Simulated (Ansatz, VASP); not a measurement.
Two plane-wave programs on MoW2

```
Mo W
1.0
     4.70127    0.00000    0.00000
    -2.35064    4.07142    0.00000
     0.00000    0.00000    2.57813
Mo W
1 2
Direct
  0.00000 0.00000 0.00000
  0.33333 0.66667 0.50000
  0.66667 0.33333 0.50000
```

Alike in both runs: functional PBE; k mesh 6 × 6 × 6; occupations gaussian, width 0.1 eV; no spin polarisation.

Ansatz relaxed the structure, and its values are those at the end. VASP's run is a single point on that final structure, the one shown.

|  | VASP | Ansatz |
| --- | --- | --- |
| version | VASP 6.6.1 | Ansatz 0.2.0 |
| potentials or method | VASP PAW PBE potentials, release 64 (Mo_sv, W_sv), cutoff 520 eV | scalar-relativistic, plane waves, PAW |
| valence electrons in the cell | 42 | 42 |

VASP gave:

- gap on the k mesh at the Fermi level (eV): none
- pressure (GPa): 0.6

Estimate Ansatz's values.

gap on the k mesh at the Fermi level (eV): none; pressure (GPa): 0.0.

A gap of «none» marks a metal or a gap that the smearing closes. With one functional, cell and mesh, what is left measures potentials, basis and numerics.

The k mesh is coarse, so the values compare programs but aren't converged. Neither program's run includes spin-orbit coupling.
